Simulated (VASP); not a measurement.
Here is a VASP 6.6.1 calculation.

Contents of INCAR:

```
PREC = Accurate ; ENCUT = 500
EDIFF = 1E-6 ; ISMEAR = 0
SIGMA = 0.1 ; LREAL = F
LASPH = T ; NELM = 120
ALGO = Normal ; ISIF = 2
LWAVE = F ; LCHARG = F
GGA = PE ; NBANDS = 11
GGA_COMPAT = F
```

Contents of KPOINTS:

```
Automatic mesh
0
Gamma
  15 15 15
```

Contents of POSCAR:

```
Pt
1.0
    2.6728587958      0.0000000000      0.0000000000
   -1.3364293979      2.3147636179      0.0000000000
    1.3364293979      0.7715878726      2.4376527533
Pt
1
Direct
    0.0000000000      0.0000000000      0.0000000000
```

Potentials or basis: VASP PAW PBE potentials, release 64 (Pt).

Launch:

```sh
$ cat potpaw_PBE.64/Pt/POTCAR > POTCAR
$ mpirun -np 1 vasp_std > vasp.out
```

What does it give for the band gap on the k mesh?

Zero (band 5 reaches 11.91 eV, above the bottom of band 6 at 9.55 eV).

What does it give for the pressure?

13.4 GPa.

Stress tensor (GPa, compression positive):
```
20.37  0.00  0.00
 0.00 20.37  0.00
 0.00  0.00 -0.58
```

Caveat: spin-orbit coupling is left out, which moves the levels of the heavy elements.
